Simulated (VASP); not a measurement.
# InSb3 (Fm-3m) in VASP: electric field gradients with PBE

Aim: the electric field gradients of InSb3 with PBE.

Program: VASP 6.6.1. These are calculated values, not measurements. Logs are shortened: lines on timing, memory, paths and dates and some standing lists are left out, and cuts for length are marked.

### 1 The cell of the first run

Symmetry: Fm-3m, No. 225, cubic system. Conventional cell: a = 7.589 Å, b = 7.589 Å, c = 7.589 Å, α = 90.00°, β = 90.00°, γ = 90.00°. In (site symmetry m-3m) has 14 Sb at 3.29 to 3.79 Å within 4.3 Å. Within 4.3 Å of Sb (site symmetry -43m) lie 4 In at 3.29 Å and 10 Sb at 3.29 to 3.79 Å. Within 4.3 Å of Sb (site symmetry m-3m) lie 8 Sb at 3.29 Å and 6 In at 3.79 Å.

### 2 Electric field gradients, PBE

INCAR

```
ALGO     = Normal         # electronic algorithm
EDIFF    = 1E-8           # SCF threshold, eV
ENCUT    = 520            # plane-wave cutoff, eV
GGA      = PE             # functional
ISIF     = 2              # what is computed and relaxed
ISMEAR   = -1             # smearing method
LASPH    = T              # aspherical terms in the spheres
LCHARG   = F              # write CHGCAR
LEFG     = T            
LREAL    = F              # projectors in reciprocal space
LWAVE    = F              # write WAVECAR
NBANDS   = 22             # bands
NELM     = 100            # most SCF steps
PREC     = Accurate       # precision mode
SIGMA    = 0.05           # smearing width, eV
```

KPOINTS

```
k-points
0
Gamma
  9 9 9
```

POSCAR

```
InSb3
1.0
    0.0000000000      3.7945550000      3.7945550000
    3.7945550000      0.0000000000      3.7945550000
    3.7945550000      3.7945550000      0.0000000000
In Sb
1 3
Direct
    0.0000000000      0.0000000000      0.0000000000
    0.2500000000      0.2500000000      0.2500000000
    0.7500000000      0.7500000000      0.7500000000
    0.5000000000      0.5000000000      0.5000000000
```

Potentials or basis: VASP PAW PBE potentials, release 64 (In_d, Sb).

Run with:

```sh
> cat potpaw_PBE.64/In_d/POTCAR potpaw_PBE.64/Sb/POTCAR > POTCAR
> mpirun -np 1 vasp_std > vasp.out
```

OUTCAR:

```text
EDIFF = 1E-8
   ENCUT = 520
   GGA = PE
   ISIF = 2
   ISMEAR = -1
   LASPH = T
   LREAL = F
   NELM = 100
   PREC = Accurate

 ion  position               nearest neighbor table
   1  0.000  0.000  0.000-   2 3.29   3 3.29   3 3.29   3 3.29   3 3.29   2 3.29   2 3.29   2 3.29
                             4 3.79   4 3.79   4 3.79   4 3.79   4 3.79   4 3.79
   2  0.250  0.250  0.250-   1 3.29   4 3.29   1 3.29   1 3.29   1 3.29   4 3.29   4 3.29   4 3.29

   3  0.750  0.750  0.750-   1 3.29   4 3.29   4 3.29   4 3.29   4 3.29   1 3.29   1 3.29   1 3.29

   4  0.500  0.500  0.500-   2 3.29   3 3.29   2 3.29   2 3.29   2 3.29   3 3.29   3 3.29   3 3.29
                             1 3.79   1 3.79   1 3.79   1 3.79   1 3.79   1 3.79

  LATTYP: Found a face centered cubic cell.
 ALAT       =     7.5891100000

  Lattice vectors:

 A1 = (   0.0000000000,   3.7945550000,   3.7945550000)
 A2 = (   3.7945550000,   0.0000000000,   3.7945550000)
 A3 = (   3.7945550000,   3.7945550000,   0.0000000000)

Analysis of symmetry for initial positions (statically):
=====================================================================
 Subroutine PRICEL returns:
 Original cell was already a primitive cell.

 Routine SETGRP: Setting up the symmetry group for a
 face centered cubic supercell.

 Subroutine GETGRP returns: Found 48 space group operations
 (whereof 48 operations were pure point group operations)
 out of a pool of 48 trial point group operations.

The static configuration has the point symmetry O_h .

Analysis of symmetry for dynamics (positions and initial velocities):
=====================================================================
 Subroutine PRICEL returns:
 Original cell was already a primitive cell.

 Routine SETGRP: Setting up the symmetry group for a
 face centered cubic supercell.

 Subroutine GETGRP returns: Found 48 space group operations
 (whereof 48 operations were pure point group operations)
 out of a pool of 48 trial point group operations.

The dynamic configuration has the point symmetry O_h .

 Subroutine INISYM returns: Found 48 space group operations
 (whereof 48 operations are pure point group operations),
 and found     1 'primitive' translations

----------------------------------------------------------------------------------------

                                     Primitive cell

  volume of cell :     109.2729

  direct lattice vectors                    reciprocal lattice vectors
     0.000000000  3.794555000  3.794555000    -0.131767757  0.131767757  0.131767757
     3.794555000  0.000000000  3.794555000     0.131767757 -0.131767757  0.131767757
     3.794555000  3.794555000  0.000000000     0.131767757  0.131767757 -0.131767757

  length of vectors
     5.366311144  5.366311144  5.366311144     0.228228449  0.228228449  0.228228449

  position of ions in fractional coordinates (direct lattice)
     0.000000000  0.000000000  0.000000000
     0.250000000  0.250000000  0.250000000
     0.750000000  0.750000000  0.750000000
     0.500000000  0.500000000  0.500000000

  ion indices of the primitive-cell ions
   primitive index   ion index
                 1           1
                 2           2
                 3           3
                 4           4

----------------------------------------------------------------------------------------

 KPOINTS: k-points

Automatic generation of k-mesh.
 Grid dimensions read from file:
 generate k-points for:    9    9    9

 Generating k-lattice:

  Cartesian coordinates                     Fractional coordinates (reciprocal lattice)
    -0.014640862  0.014640862  0.014640862     0.111111111  0.000000000  0.000000000
     0.014640862 -0.014640862  0.014640862     0.000000000  0.111111111  0.000000000
     0.014640862  0.014640862 -0.014640862     0.000000000  0.000000000  0.111111111

  Length of vectors
     0.025358717  0.025358717  0.025358717

  Shift w.r.t. Gamma in fractional coordinates (k-lattice)
     0.000000000  0.000000000  0.000000000

 Subroutine IBZKPT returns following result:
 ===========================================

 Found     35 irreducible k-points:

 Following reciprocal coordinates:
            Coordinates               Weight
  0.000000  0.000000  0.000000      1.000000
  0.111111  0.000000  0.000000      8.000000
  0.222222  0.000000  0.000000      8.000000
  0.333333  0.000000  0.000000      8.000000
  0.444444  0.000000  0.000000      8.000000
  0.111111  0.111111  0.000000      6.000000
[... 16 lines left out ...]
 -0.333333  0.333333  0.000000     12.000000
  0.444444  0.444444  0.000000      6.000000
 [... further k-points ...]
   k-points           NKPTS =     35   k-points in BZ     NKDIM =     35   number of bands    NBANDS=     22
   number of dos      NEDOS =    301   number of ions     NIONS =      4
   total plane-waves  NPLWV =  64000
   dimension x,y,z NGX =    40 NGY =   40 NGZ =   40
   dimension x,y,z NGXF=    80 NGYF=   80 NGZF=   80
   ions per type =               1   3
   NGX,Y,Z   is equivalent  to a cutoff of  12.39, 12.39, 12.39 a.u.
   NGXF,Y,Z  is equivalent  to a cutoff of  24.78, 24.78, 24.78 a.u.
 SYSTEM =  unknown system
   PREC   = accura    normal or accurate (medium, high low for compatibility)
   ISTART =      0    job   : 0-new  1-cont  2-samecut
   ICHARG =      2    charge: 1-file 2-atom 10-const
   ISPIN  =      1    spin polarized calculation?
   LNONCOLLINEAR =      F non collinear calculations
   LSORBIT =      F    spin-orbit coupling
   LASPH  =      T    aspherical Exc in radial PAW
   ENCUT  =  520.0 eV  38.22 Ry    6.18 a.u.   9.98  9.98  9.98*2*pi/ulx,y,z
   NELM   =    100;   NELMIN=  2; NELMDL= -5     # of ELM steps
   EDIFF  = 0.1E-07   stopping-criterion for ELM
   LREAL  =      F    real-space projection
   EDIFFG = 0.1E-06   stopping-criterion for IOM
   NSW    =      0    number of steps for IOM
   IBRION =     -1    ionic relax: 0-MD 1-quasi-New 2-CG
   NFREE  =      0    steps in history (QN), initial steepest desc. (CG)
   ISIF   =      2    stress and relaxation
   ISYM   =      2    0-nonsym 1-usesym 2-fastsym
   POTIM  = 0.5000    time-step for ionic-motion
   TEBEG  =    0.0;   TEEND  =   0.0 temperature during run
   PSTRESS=    0.0 pullay stress
   NELECT =      28.0000    total number of electrons
   NUPDOWN=      -1.0000    fix difference up-down
   EMIN   =  10.00;   EMAX   =-10.00  energy-range for DOS
   EFERMI =   0.00;   METHOD = LEGACY
   ISMEAR =    -1;   SIGMA  =   0.05  broadening in eV -4-tet -1-fermi 0-gaus
   EFERMI_NEDOS =   21; number of points for ismear=-14 and -15
   IALGO  =     38    algorithm
   IMIX   =      4    mixing-type and parameters
     AMIX     =   0.40;   BMIX     =  1.00
     AMIX_MAG =   1.60;   BMIX_MAG =  1.00
  volume/ion in A,a.u.               =      27.32       184.35
  Fermi-wavevector in a.u.,A,eV,Ry     =   1.039816  1.964968 14.710866  1.081218
  Thomas-Fermi vector in A             =   2.174364
   LORBIT       =      0    0 simple, 1 ext, 2 COOP (PROOUT), +10 PAW based schemes
   GGA     = PE    functional components
   LHFCALC =     F    Hartree Fock is set to
   AEXX    =    0.0000 exact exchange contribution
   IVDW    =     0    specifies the selected vdW correction
   LEPSILON=     F    determine dielectric tensor
   LRPA    =     F    only Hartree local field effects (RPA)
 non-spin polarized calculation
  energy-cutoff  :      520.00
  volume of cell :      109.27
 maximum number of plane-waves:      2957
   NGX = 19   NGY = 19   NGZ = 19

 number of electron      27.9999991 magnetization

 Free energy of the ion-electron system (eV)
  ---------------------------------------------------
  ext. energy  EPLUGINS =         0.00000000
  ---------------------------------------------------
  free energy    TOTEN  =       -14.25724719 eV

  energy without entropy =      -14.22897739  energy(sigma->0) =      -14.24311229

 E-fermi :   7.8747     XC(G=0): -10.1361

 val. band max:        7.8736137517   @ k =  -0.4444   0.3333   0.1111
 cond. band min:       7.8951062087   @ k =  -0.4444   0.3333   0.0000
 fundamental gap:      0.0214924570
 Fermi energy:         7.8747001562

 k-point     1 :       0.0000    0.0000    0.0000
  band No.  band energies     occupation
      1      -6.5239      2.00000
      2      -6.5239      2.00000
      3      -6.5239      2.00000
      4      -6.4929      2.00000
      5      -6.4929      2.00000
      6      -4.2568      2.00000
[... 589 lines left out ...]
     21      12.7025      0.00000
     22      13.1019      0.00000

 [... further k-points ...]
[... 5 lines left out ...]
  --------------------------------------------------------------------------------------
  -------------------------------------------------------------------------------------
  Total        0.1723022      0.1723022      0.1723022     -0.0000000     -0.0000000      0.0000000
  in kB        2.5263233      2.5263233      2.5263233     -0.0000000     -0.0000000      0.0000000
  external PRESSURE =       2.5263233 kB  Pullay stress =       0.0000000 kB

 VOLUME and BASIS-vectors are now :
 -----------------------------------------------------------------------------
  energy-cutoff  :      520.00
  volume of cell :      109.27
      direct lattice vectors                 reciprocal lattice vectors
     0.000000000  3.794555000  3.794555000    -0.131767757  0.131767757  0.131767757
     3.794555000  0.000000000  3.794555000     0.131767757 -0.131767757  0.131767757
     3.794555000  3.794555000  0.000000000     0.131767757  0.131767757 -0.131767757

 POSITION                                       TOTAL-FORCE (eV/Angst)
 -----------------------------------------------------------------------------------
      0.00000      0.00000      0.00000         0.000000      0.000000      0.000000
      1.89728      1.89728      1.89728         0.000000      0.000000      0.000000
      5.69183      5.69183      5.69183        -0.000000     -0.000000     -0.000000
      3.79455      3.79455      3.79455         0.000000      0.000000      0.000000
 -----------------------------------------------------------------------------------
    total drift:                               -0.000000      0.000000      0.000000

  FREE ENERGIE OF THE ION-ELECTRON SYSTEM (eV)
  ---------------------------------------------------
  free  energy   TOTEN  =       -14.2572471854 eV

  energy  without entropy=      -14.2289773920  energy(sigma->0) =      -14.24311229

 Electric field gradients (V/A^2)
---------------------------------------------------------------------
 ion       V_xx      V_yy      V_zz      V_xy      V_xz      V_yz
---------------------------------------------------------------------
   1       0.000     0.000    -0.000    -0.001    -0.001    -0.001
   2      -0.000    -0.000     0.000     0.000     0.000     0.000
   3      -0.000     0.000     0.000     0.000     0.000     0.000
   4      -0.000    -0.000     0.000     0.000     0.000     0.000
---------------------------------------------------------------------

 Electric field gradients after diagonalization (V/A^2)
 (convention: |V_zz| > |V_xx| > |V_yy|)
----------------------------------------------------------------------
 ion       V_xx      V_yy      V_zz     asymmetry (V_yy - V_xx)/ V_zz
----------------------------------------------------------------------
   1       0.001     0.001    -0.001       0.000
   2      -0.000    -0.000     0.000       0.000
   3      -0.000    -0.000     0.000       0.000
   4      -0.000    -0.000     0.000       0.000
----------------------------------------------------------------------

           NMR quadrupolar parameters

 Cq : quadrupolar parameter    Cq=e*Q*V_zz/h
 eta: asymmetry parameters     (V_yy - V_xx)/ V_zz
 Q  : nuclear electric quadrupole moment in mb (millibarn)
----------------------------------------------------------------------
 ion       Cq(MHz)       eta       Q (mb)
----------------------------------------------------------------------
   1      -0.000       0.000       1.000
   2       0.000       0.000       1.000
   3       0.000       0.000       1.000
   4       0.000       0.000       1.000
----------------------------------------------------------------------
```

Wall time 85 s (1 thread of AMD EPYC 7R43 (Zen 3), shared host); peak memory 0.23 GiB.

Results:

```
Free energy            : -14.2572 eV
Pressure               : 0.3 GPa
Band gap on the k mesh : zero (band 14 reaches 8.81 eV, above the bottom of band 15 at 5.66 eV)
```

Levels at points of the mesh, in eV from the Fermi level:
| k point | band 11 | band 12 | band 13 | band 14 | band 15 | band 16 | band 17 | band 18 |
| --- | --- | --- | --- | --- | --- | --- | --- | --- |
| (0.00, 0.00, 0.00) | -2.37 | -2.27 | -2.27 | -2.27 | -2.21 | -0.58 | -0.58 | -0.58 |

Caveat: without QUAD_EFG the Cq values of the log hold for a quadrupole moment of 1 mb, not for the nuclei; spin-orbit coupling is left out, which moves the levels of the heavy elements.
